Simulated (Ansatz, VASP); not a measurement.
Cd: VASP beside Ansatz

```xyz
1
Lattice="0.0000 2.2449 2.2449 2.2449 0.0000 2.2449 2.2449 2.2449 0.0000" Properties=species:S:1:pos:R:3 pbc="T T T"
Cd    0.0000    0.0000    0.0000
```

Alike in both runs: task single point; functional r2SCAN; k mesh 14 × 14 × 14; occupations fermi-dirac, width 0.1 eV; no spin polarisation.

```csv
,VASP,Ansatz
version,VASP 6.6.1,Ansatz 0.2.0
potentials or method,"VASP PAW PBE potentials, release 64 (Cd), cutoff 550 eV","plane waves (500 eV) with PAW, scalar-relativistic"
valence electrons in the cell,12,20
```

|  | VASP | Ansatz | Ansatz less VASP |
| --- | --- | --- | --- |
| pressure (GPa) | -1.8 | -2.0 | -0.20 |

VASP's potentials were made for PBE, not for r2SCAN. VASP's potentials hold 12 valence electrons a cell and Ansatz's 20, so a difference there can come from the potentials and not from the codes.
